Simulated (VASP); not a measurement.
A run of VASP 6.6.1:

The input INCAR:

```
ALGO = Normal ; EDIFF = 1E-6
ENCUT = 520 ; GGA = PE
ISIF = 2 ; ISMEAR = -1
IVDW = 13 ; LASPH = T
LCHARG = F ; LREAL = F
LWAVE = F ; NBANDS = 21
NELM = 100 ; PREC = Accurate
SIGMA = 0.05
```

KPOINTS

```
k-points
0
Gamma
  9 9 9
```

File POSCAR:

```
Sn
1.0
   -2.9283603759      2.9283603759      1.5849052577
    2.9283603759     -2.9283603759      1.5849052577
    2.9283603759      2.9283603759     -1.5849052577
Sn
2
Direct
    0.0000000000      0.0000000000      0.0000000000
    0.7500000000      0.2500000000      0.5000000000
```

Potentials or basis: VASP PAW PBE potentials, release 64 (Sn_d).

Command:

```bash
$ cat potpaw_PBE.64/Sn_d/POTCAR > POTCAR
$ mpirun -np 1 vasp_std > vasp.out
```

Hardware: 1 thread of Intel(R) Xeon(R) Platinum 8259CL CPU @ 2.50GHz (Skylake/Cascade Lake), with other jobs on the host.

**Question.** Estimate the wall time of this run.

**Answer.** It took 66 s on 1 thread of Intel(R) Xeon(R) Platinum 8259CL CPU @ 2.50GHz (Skylake/Cascade Lake), with other jobs on the host, peak memory 0.23 GiB. Counts: scf iterations 10, k points 75.
